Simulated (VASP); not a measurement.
HfO2: single point with PBE

Crystal: HfO2.

```
Hf O
1.0
     0.00000    2.52605    2.52605
     2.52605    0.00000    2.52605
     2.52605    2.52605    0.00000
Hf O
1 2
Cartesian
  0.0000 0.0000 0.0000
  1.2630 1.2630 1.2630
  3.7891 3.7891 3.7891
```

- Program: VASP 6.6.1
- Task: single point
- Functional: PBE
- Potentials or basis: VASP PAW PBE potentials, release 64 (Hf_pv, O)
- Cutoff: 520 eV
- k mesh: 8 × 8 × 8
- Occupations: gaussian, width 0.01 eV
- Spin: no spin polarisation

```
Pressure               : 3.1 GPa
Band gap on the k mesh : 3.83 eV, direct
```

Levels at points of the mesh, in eV from the valence-band top:
```csv
k point,band 8,band 9,band 10,band 11,band 12,band 13,band 14,band 15
"(0.00, 0.00, 0.00)",-5.41,-0.61,-0.61,-0.61,3.91,3.91,5.92,10.56
"(0.50, 0.00, 0.00)",-3.06,-2.75,-1.84,-1.84,4.65,4.65,7.09,9.10
"(0.50, 0.50, 0.00)",-3.49,-1.54,-1.54,0.00,3.83,5.56,6.73,8.26
```

It took 11 s on 1 thread of Intel(R) Xeon(R) Platinum 8559C (Emerald Rapids), with other jobs on the host, peak memory 0.16 GiB.

Caveat: spin-orbit coupling is left out, which moves the levels of the heavy elements. A k mesh can miss the band edges.
